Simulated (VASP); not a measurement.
# Au (Fm-3m) in VASP: further runs

Runs on Au. Level: PBE. Tasks: single point, relaxation of cell and atoms.

All numbers are computed with VASP 6.6.1; they aren't measurements. Logs are shortened: lines on timing, memory, paths and dates and some standing lists are left out, and cuts for length are marked.

## Step 1: The cell of the first run

It takes space group Fm-3m (No. 225, cubic). Conventional cell: a = 5.951 Å, b = 5.951 Å, c = 5.951 Å, α = 90.00°, β = 90.00°, γ = 90.00°. Au (site symmetry m-3m) has 8 Au at 2.58 Å within 3.4 Å. Within 3.4 Å of Au (site symmetry -43m) lie 10 Au at 2.58 to 2.98 Å.

## Step 2: Single point, PBE

The input, INCAR:

```
SYSTEM = Au
PREC     = Accurate       ! precision mode
ENCUT    = 520            ! plane-wave cutoff, eV
EDIFF    = 1E-6           ! SCF threshold, eV
ISMEAR   = 0              ! smearing method
SIGMA    = 0.1            ! smearing width, eV
LREAL    = .False.        ! projectors in reciprocal space
LASPH    = .True.         ! aspherical terms in the spheres
NELM     = 100            ! most SCF steps
ALGO     = Fast           ! electronic algorithm
ISIF     = 2              ! what is computed and relaxed
LWAVE    = .False.        ! write WAVECAR
LCHARG   = .False.        ! write CHGCAR
GGA      = PE             ! functional
NBANDS   = 24             ! bands
```

The input, KPOINTS:

```
Automatic mesh
0
Gamma
  6 6 6
  0 0 0
```

The input, POSCAR:

```
Au
1.0
    0.0000000000      2.9757128400      2.9757128400
    2.9757128400      0.0000000000      2.9757128400
    2.9757128400      2.9757128400      0.0000000000
Au
3
Direct
    0.0000000000      0.0000000000      0.0000000000
    0.7500000000      0.7500000000      0.7500000000
    0.2500000000      0.2500000000      0.2500000000
```

Potentials or basis: VASP PAW PBE potentials, release 64 (Au).

Command:

```sh
cat potpaw_PBE.64/Au/POTCAR > POTCAR
mpirun -np 1 vasp_std > vasp.out
```

OUTCAR:

```text
SYSTEM = Au
   PREC = Accurate
   ENCUT = 520
   EDIFF = 1E-6
   ISMEAR = 0
   LREAL = .False.
   LASPH = .True.
   NELM = 100
   ISIF = 2
   GGA = PE

 ion  position               nearest neighbor table
   1  0.000  0.000  0.000-   2 2.58   2 2.58   2 2.58   2 2.58   3 2.58   3 2.58   3 2.58   3 2.58

   2  0.750  0.750  0.750-   1 2.58   1 2.58   1 2.58   1 2.58   3 2.98   3 2.98   3 2.98   3 2.98
                             3 2.98   3 2.98
   3  0.250  0.250  0.250-   1 2.58   1 2.58   1 2.58   1 2.58   2 2.98   2 2.98   2 2.98   2 2.98
                             2 2.98   2 2.98

  LATTYP: Found a face centered cubic cell.
 ALAT       =     5.9514256800

  Lattice vectors:

 A1 = (   0.0000000000,   2.9757128400,   2.9757128400)
 A2 = (   2.9757128400,   0.0000000000,   2.9757128400)
 A3 = (   2.9757128400,   2.9757128400,   0.0000000000)

Analysis of symmetry for initial positions (statically):
=====================================================================
 Subroutine PRICEL returns:
 Original cell was already a primitive cell.

 Routine SETGRP: Setting up the symmetry group for a
 face centered cubic supercell.

 Subroutine GETGRP returns: Found 48 space group operations
 (whereof 48 operations were pure point group operations)
 out of a pool of 48 trial point group operations.

The static configuration has the point symmetry O_h .

Analysis of symmetry for dynamics (positions and initial velocities):
=====================================================================
 Subroutine PRICEL returns:
 Original cell was already a primitive cell.

 Routine SETGRP: Setting up the symmetry group for a
 face centered cubic supercell.

 Subroutine GETGRP returns: Found 48 space group operations
 (whereof 48 operations were pure point group operations)
 out of a pool of 48 trial point group operations.

The dynamic configuration has the point symmetry O_h .

 Subroutine INISYM returns: Found 48 space group operations
 (whereof 48 operations are pure point group operations),
 and found     1 'primitive' translations

----------------------------------------------------------------------------------------

                                     Primitive cell

  volume of cell :      52.6991

  direct lattice vectors                    reciprocal lattice vectors
     0.000000000  2.975712840  2.975712840    -0.168026966  0.168026966  0.168026966
     2.975712840  0.000000000  2.975712840     0.168026966 -0.168026966  0.168026966
     2.975712840  2.975712840  0.000000000     0.168026966  0.168026966 -0.168026966

  length of vectors
     4.208293456  4.208293456  4.208293456     0.291031242  0.291031242  0.291031242

  position of ions in fractional coordinates (direct lattice)
     0.000000000  0.000000000  0.000000000
     0.750000000  0.750000000  0.750000000
     0.250000000  0.250000000  0.250000000

  ion indices of the primitive-cell ions
   primitive index   ion index
                 1           1
                 2           2
                 3           3

----------------------------------------------------------------------------------------

 KPOINTS: Automatic mesh

Automatic generation of k-mesh.
 Grid dimensions read from file:
 generate k-points for:    6    6    6

 Generating k-lattice:

  Cartesian coordinates                     Fractional coordinates (reciprocal lattice)
    -0.028004494  0.028004494  0.028004494     0.166666667  0.000000000  0.000000000
     0.028004494 -0.028004494  0.028004494     0.000000000  0.166666667  0.000000000
     0.028004494  0.028004494 -0.028004494     0.000000000  0.000000000  0.166666667

  Length of vectors
     0.048505207  0.048505207  0.048505207

  Shift w.r.t. Gamma in fractional coordinates (k-lattice)
     0.000000000  0.000000000  0.000000000

 Subroutine IBZKPT returns following result:
 ===========================================

 Found     16 irreducible k-points:

 Following reciprocal coordinates:
            Coordinates               Weight
  0.000000  0.000000  0.000000      1.000000
  0.166667  0.000000  0.000000      8.000000
  0.333333  0.000000  0.000000      8.000000
  0.500000  0.000000  0.000000      4.000000
  0.166667  0.166667  0.000000      6.000000
  0.333333  0.166667  0.000000     24.000000
[... 8 lines left out ...]
 -0.333333  0.333333  0.166667     24.000000
 -0.333333  0.500000  0.166667     12.000000
   k-points           NKPTS =     16   k-points in BZ     NKDIM =     16   number of bands    NBANDS=     24
   number of dos      NEDOS =    301   number of ions     NIONS =      3
   total plane-waves  NPLWV =  32768
   dimension x,y,z NGX =    32 NGY =   32 NGZ =   32
   dimension x,y,z NGXF=    64 NGYF=   64 NGZF=   64
   ions per type =               3
   NGX,Y,Z   is equivalent  to a cutoff of  12.64, 12.64, 12.64 a.u.
   NGXF,Y,Z  is equivalent  to a cutoff of  25.28, 25.28, 25.28 a.u.
 SYSTEM =  Au
   PREC   = accura    normal or accurate (medium, high low for compatibility)
   ISTART =      0    job   : 0-new  1-cont  2-samecut
   ICHARG =      2    charge: 1-file 2-atom 10-const
   ISPIN  =      1    spin polarized calculation?
   LNONCOLLINEAR =      F non collinear calculations
   LSORBIT =      F    spin-orbit coupling
   LASPH  =      T    aspherical Exc in radial PAW
   ENCUT  =  520.0 eV  38.22 Ry    6.18 a.u.   7.82  7.82  7.82*2*pi/ulx,y,z
   NELM   =    100;   NELMIN=  2; NELMDL= -5     # of ELM steps
   EDIFF  = 0.1E-05   stopping-criterion for ELM
   LREAL  =      F    real-space projection
   EDIFFG = 0.1E-04   stopping-criterion for IOM
   NSW    =      0    number of steps for IOM
   IBRION =     -1    ionic relax: 0-MD 1-quasi-New 2-CG
   NFREE  =      0    steps in history (QN), initial steepest desc. (CG)
   ISIF   =      2    stress and relaxation
   ISYM   =      2    0-nonsym 1-usesym 2-fastsym
   POTIM  = 0.5000    time-step for ionic-motion
   TEBEG  =    0.0;   TEEND  =   0.0 temperature during run
   PSTRESS=    0.0 pullay stress
   NELECT =      33.0000    total number of electrons
   NUPDOWN=      -1.0000    fix difference up-down
   EMIN   =  10.00;   EMAX   =-10.00  energy-range for DOS
   EFERMI =   0.00;   METHOD = LEGACY
   ISMEAR =     0;   SIGMA  =   0.10  broadening in eV -4-tet -1-fermi 0-gaus
   EFERMI_NEDOS =   21; number of points for ismear=-14 and -15
   IALGO  =     68    algorithm
   IMIX   =      4    mixing-type and parameters
     AMIX     =   0.40;   BMIX     =  1.00
     AMIX_MAG =   1.60;   BMIX_MAG =  1.00
  volume/ion in A,a.u.               =      17.57       118.54
  Fermi-wavevector in a.u.,A,eV,Ry     =   1.400592  2.646736 26.689995  1.961659
  Thomas-Fermi vector in A             =   2.523538
   LORBIT       =      0    0 simple, 1 ext, 2 COOP (PROOUT), +10 PAW based schemes
   GGA     = PE    functional components
   LHFCALC =     F    Hartree Fock is set to
   AEXX    =    0.0000 exact exchange contribution
   IVDW    =     0    specifies the selected vdW correction
   LEPSILON=     F    determine dielectric tensor
   LRPA    =     F    only Hartree local field effects (RPA)
 non-spin polarized calculation
 RMM-DIIS sequential band-by-band and
 Gauss-broadening in eV      SIGMA  =   0.10
  energy-cutoff  :      520.00
  volume of cell :       52.70
 maximum number of plane-waves:      1435
   NGX = 15   NGY = 15   NGZ = 15

 number of electron      32.9999999 magnetization

 Free energy of the ion-electron system (eV)
  ---------------------------------------------------
  ext. energy  EPLUGINS =         0.00000000
  ---------------------------------------------------
  free energy    TOTEN  =        -7.94922020 eV

  energy without entropy =       -7.94405958  energy(sigma->0) =       -7.94663989

 E-fermi :   9.1337     XC(G=0): -12.3045

 val. band max:        8.9627416465   @ k =  -0.3333   0.3333   0.0000
 cond. band min:       9.1938716033   @ k =  -0.3333   0.1667   0.0000
 fundamental gap:      0.2311299568
 Fermi energy:         9.1337323275

 k-point     1 :       0.0000    0.0000    0.0000
  band No.  band energies     occupation
      1      -0.7757      2.00000
      2       1.8844      2.00000
      3       1.8844      2.00000
      4       3.1419      2.00000
      5       3.1419      2.00000
      6       3.1419      2.00000
[... 16 lines left out ...]
     23      18.2872      0.00000
     24      18.2872      0.00000

 k-point     2 :       0.1667    0.0000    0.0000
  band No.  band energies     occupation
      1      -0.3575      2.00000
      2       2.0749      2.00000
      3       2.0749      2.00000
      4       2.6857      2.00000
      5       2.9109      2.00000
      6       2.9109      2.00000
[... 16 lines left out ...]
     23      18.5101      0.00000
     24      18.5101      0.00000

 k-point     3 :       0.3333    0.0000    0.0000
  band No.  band energies     occupation
      1       0.7099      2.00000
      2       2.4713      2.00000
      3       2.5690      2.00000
      4       2.5690      2.00000
      5       2.6886      2.00000
      6       2.6886      2.00000
[... 16 lines left out ...]
     23      18.5739      0.00000
     24      20.6697      0.00000

 k-point     4 :       0.5000    0.0000    0.0000
  band No.  band energies     occupation
      1       1.5005      2.00000
      2       2.5114      2.00000
      3       2.5772      2.00000
      4       2.5772      2.00000
      5       2.9894      2.00000
      6       2.9894      2.00000
[... 16 lines left out ...]
     23      18.5593      0.00000
     24      23.6362      0.00000

 k-point     5 :       0.1667    0.1667    0.0000
  band No.  band energies     occupation
      1      -0.2253      2.00000
      2       2.1220      2.00000
      3       2.1281      2.00000
      4       2.7722      2.00000
      5       2.7722      2.00000
      6       2.8411      2.00000
[... 235 lines left out ...]
 k-point    14 :       0.5000    0.3333    0.1667
  band No.  band energies     occupation
      1       1.3406      2.00000
      2       2.0846      2.00000
      3       2.1804      2.00000
      4       2.6895      2.00000
      5       2.7274      2.00000
      6       3.0979      2.00000
[... 16 lines left out ...]
     23      22.2940      0.00000
     24      22.8593      0.00000

 k-point    15 :      -0.3333    0.3333    0.1667
  band No.  band energies     occupation
      1       1.7466      2.00000
      2       1.8814      2.00000
      3       2.2303      2.00000
      4       2.6768      2.00000
      5       2.6917      2.00000
      6       3.5901      2.00000
[... 16 lines left out ...]
     23      21.1388      0.00000
     24      23.0305      0.00000

 k-point    16 :      -0.3333    0.5000    0.1667
  band No.  band energies     occupation
      1       1.6336      2.00000
      2       1.9679      2.00000
      3       1.9724      2.00000
      4       2.7015      2.00000
      5       2.9289      2.00000
      6       3.5306      2.00000
[... 16 lines left out ...]
     23      21.8605      0.00000
     24      24.7091      0.00000

------------------------ aborting loop because EDIFF is reached ----------------------------------------

  FORCE on cell =-STRESS in cart. coord.  units (eV):
  Direction    XX          YY          ZZ          XY          YZ          ZX
  --------------------------------------------------------------------------------------
  -------------------------------------------------------------------------------------
  Total       11.7522656     11.7522656     11.7522656     -0.0000000      0.0000000      0.0000000
  in kB      357.2968010    357.2968010    357.2968010     -0.0000000      0.0000000      0.0000000
  external PRESSURE =     357.2968010 kB  Pullay stress =       0.0000000 kB

 VOLUME and BASIS-vectors are now :
 -----------------------------------------------------------------------------
  energy-cutoff  :      520.00
  volume of cell :       52.70
      direct lattice vectors                 reciprocal lattice vectors
     0.000000000  2.975712840  2.975712840    -0.168026966  0.168026966  0.168026966
     2.975712840  0.000000000  2.975712840     0.168026966 -0.168026966  0.168026966
     2.975712840  2.975712840  0.000000000     0.168026966  0.168026966 -0.168026966

 POSITION                                       TOTAL-FORCE (eV/Angst)
 -----------------------------------------------------------------------------------
      0.00000      0.00000      0.00000         0.000000     -0.000000      0.000000
      4.46357      4.46357      4.46357         0.000000      0.000000     -0.000000
      1.48786      1.48786      1.48786        -0.000000     -0.000000      0.000000
 -----------------------------------------------------------------------------------
    total drift:                                0.000000     -0.000000      0.000000

  FREE ENERGIE OF THE ION-ELECTRON SYSTEM (eV)
  ---------------------------------------------------
  free  energy   TOTEN  =        -7.9492202042 eV

  energy  without entropy=       -7.9440595797  energy(sigma->0) =       -7.94663989
```

Run time: 17 s. Hardware: 1 thread of Intel Xeon Platinum 8488C (Sapphire Rapids), shared host; peak memory 0.17 GiB.

What came out:

* Free energy: -7.9492 eV
* Pressure: 35.7 GPa

Levels at points of the mesh, in eV from the Fermi level:
```
           k point  band 12  band 13  band 14  band 15  band 16  band 17  band 18  band 19  band 20  band 21
(0.00, 0.00, 0.00)    -2.29    -2.29    -2.29    -2.11    -2.11     5.94     7.13     7.93     7.93     7.93
(0.50, 0.00, 0.00)    -3.79    -2.74    -2.74    -1.93    -1.93    -0.81     6.35     6.35     7.14     7.26
(0.50, 0.50, 0.00)    -3.01    -2.18    -1.63    -1.63    -1.10    -0.82     0.78     0.78     4.80     7.96
```

Caveat: spin-orbit coupling is left out, which moves the levels of the heavy elements.

## Step 3: Single point, PBE

This run uses another cell than the first one, of 21.53 Å³/atom, 1.226 times its volume.

The input, INCAR:

```
PREC     = Accurate       # precision mode
ENCUT    = 520            # plane-wave cutoff, eV
EDIFF    = 1E-6           # SCF threshold, eV
ISMEAR   = 0              # smearing method
SIGMA    = 0.1            # smearing width, eV
LREAL    = F              # projectors in reciprocal space
LASPH    = T              # aspherical terms in the spheres
NELM     = 80             # most SCF steps
ALGO     = Fast           # electronic algorithm
ISIF     = 2              # what is computed and relaxed
LWAVE    = F              # write WAVECAR
LCHARG   = T              # write CHGCAR
GGA      = PE             # functional
LELF     = T              # ELF
LVHAR    = T            
NBANDS   = 24             # bands
```

The input, KPOINTS:

```
Automatic mesh
0
Gamma
  6 6 6
```

The input, POSCAR:

```
Au
1.0
    0.0000000000      3.1846898151      3.1846898151
    3.1846898151      0.0000000000      3.1846898151
    3.1846898151      3.1846898151      0.0000000000
Au
3
Direct
    0.0000000000      0.0000000000      0.0000000000
    0.7500000000      0.7500000000      0.7500000000
    0.2500000000      0.2500000000      0.2500000000
```

Potentials or basis: VASP PAW PBE potentials, release 64 (Au).

Command:

```sh
cat potpaw_PBE.64/Au/POTCAR > POTCAR
mpirun -np 1 vasp_std > vasp.out
```

Run time: 26 s. Hardware: 1 thread of Intel Xeon Platinum 8488C (Sapphire Rapids), shared host; peak memory 0.2 GiB.

It converged, with:

| Property | Result |
| --- | --- |
| Free energy | -8.9984 eV |
| Pressure | -0.2 GPa |

Levels at points of the mesh, in eV from the Fermi level:
```
           k point  band 14  band 15  band 16  band 17  band 18  band 19
(0.00, 0.00, 0.00)    -1.95    -1.86    -1.86     4.65     6.58     7.16
(0.50, 0.00, 0.00)    -2.31    -1.71    -1.71    -0.82     5.58     5.67
(0.50, 0.50, 0.00)    -1.51    -1.51    -0.85    -0.81     1.41     1.41
```

Caveat: spin-orbit coupling is left out, which moves the levels of the heavy elements.

## Step 4: Relaxation of cell and atoms, PBE

The input, INCAR:

```
PREC = Accurate
ENCUT = 600
EDIFF = 1E-7
ISMEAR = 0
SIGMA = 0.1
LREAL = False
LASPH = True
NELM = 80
ALGO = Normal
ISIF = 3
LWAVE = False
LCHARG = False
GGA = PE
IBRION = 2
NSW = 90
EDIFFG = -0.04
```

KPOINTS is that of step 3.

The input, POSCAR:

```
Au
1.0
    0.0000000000      2.9757128400      2.9757128400
    2.9757128400      0.0000000000      2.9757128400
    2.9757128400      2.9757128400      0.0000000000
Au
3
Direct
    0.0000000000      0.0000000000      0.0000000000
    0.7500000000      0.7500000000      0.7500000000
    0.2500000000      0.2500000000      0.2500000000
```

Command:

```sh
cat potpaw_PBE.64/Au/POTCAR > POTCAR
mpirun -np 1 vasp_std > vasp.out
```

Wall time 93 s (1 thread of Intel Xeon Platinum 8488C (Sapphire Rapids), shared host); peak memory 0.21 GiB.

It converged, with:

| Item | Value |
| --- | --- |
| Free energy | -8.9926 eV |
| Relaxed volume | 21.49 Å³/atom |
| Relaxed cell | a = 4.501 Å, b = 4.501 Å, c = 4.501 Å, α = 60.00°, β = 60.00°, γ = 60.00° |
| Space group after relaxing (to 0.05 Å) | Fm-3m (No. 225) |
| Energy gained by relaxing | 347.8 meV/atom |
| Ionic steps | 5 |
| Pressure after relaxing | 0.0 GPa |

The path:
```csv
step,energy change (eV),largest force (eV/Å),pressure (GPa),volume (Å³)
1,0.0000,0.0000,35.81,52.70
2,0.3130,0.0000,-12.38,88.68
3,-1.0374,0.0000,-1.62,65.59
4,-1.0425,0.0000,-0.58,64.85
5,-1.0433,0.0000,0.00,64.46
```

Final structure:
```
Au
1.0
     0.00000    3.18233    3.18233
     3.18233    0.00000    3.18233
     3.18233    3.18233    0.00000
Au
3
Cartesian
  0.0000 0.0000 0.0000
  4.7735 4.7735 4.7735
  1.5912 1.5912 1.5912
```

Levels at points of the mesh, in eV from the Fermi level:
| k point | band 14 | band 15 | band 16 | band 17 | band 18 | band 19 |
| --- | --- | --- | --- | --- | --- | --- |
| (0.00, 0.00, 0.00) | -1.95 | -1.86 | -1.86 | 4.67 | 6.59 | 7.17 |
| (0.50, 0.00, 0.00) | -2.31 | -1.71 | -1.71 | -0.82 | 5.59 | 5.68 |
| (0.50, 0.50, 0.00) | -1.51 | -1.51 | -0.85 | -0.81 | 1.40 | 1.40 |

Caveat: the volume moved by over 15 % at a fixed basis, so the end points are rough; spin-orbit coupling is left out, which moves the levels of the heavy elements.

(Continued in part 2 of 2.)
